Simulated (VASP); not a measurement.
## TiAl: single point with PBEsol

TiAl:

```
Ti Al
1.0
     2.96173    0.00000    0.00000
    -1.48087    2.56494    0.00000
     0.00000    0.00000    4.25035
Ti Al
1 1
Direct
  0.00000 0.00000 0.00000
  0.33333 0.66667 0.50000
```

This cell differs from its parent crystal: strain +0.040 along x and y, -0.080 along z.

```yaml
Program: VASP 6.6.1
Task: single point
Functional: PBEsol
Potentials_or_basis: VASP PAW PBE potentials, release 64 (Ti_sv, Al)
Cutoff: 520 eV
k_mesh: 24 × 24 × 14
Occupations: gaussian, width 0.15 eV
Spin: no spin polarisation
Dipole_correction: no
Further_INCAR_settings: ALGO = Fast; EDIFF = 1e-07; NBANDS = 14
```

```yaml
Pressure: 3.1 GPa
```

Stress tensor (GPa, compression positive):
```
-2.05  0.00  0.00
 0.00 -2.05  0.00
 0.00  0.00 13.44
```

Levels at points of the mesh, in eV from the Fermi level:
| k point | band 5 | band 6 | band 7 | band 8 | band 9 | band 10 | band 11 | band 12 |
| --- | --- | --- | --- | --- | --- | --- | --- | --- |
| (0.00, 0.00, 0.00) | -8.82 | -1.88 | -0.67 | 1.17 | 1.17 | 2.46 | 2.46 | 5.61 |
| (0.50, 0.00, 0.00) | -3.98 | -3.08 | -1.41 | -0.87 | 1.82 | 3.66 | 4.40 | 4.97 |
| (0.00, 0.00, 0.50) | -7.51 | -5.08 | 0.25 | 1.22 | 1.22 | 2.26 | 2.26 | 8.92 |
| (0.50, 0.00, 0.50) | -3.90 | -2.22 | -1.84 | 0.40 | 1.23 | 1.40 | 3.67 | 4.01 |

Wall time 3.1 min on 1 thread of Intel(R) Xeon(R) 6975P-C (Granite Rapids), with other jobs on the host, peak memory 0.34 GiB.

Caveat: the cell differs from its parent crystal (strain +0.040 along x and y, -0.080 along z); the PAW data sets were made with another functional, which shifts forces and pressure a little.
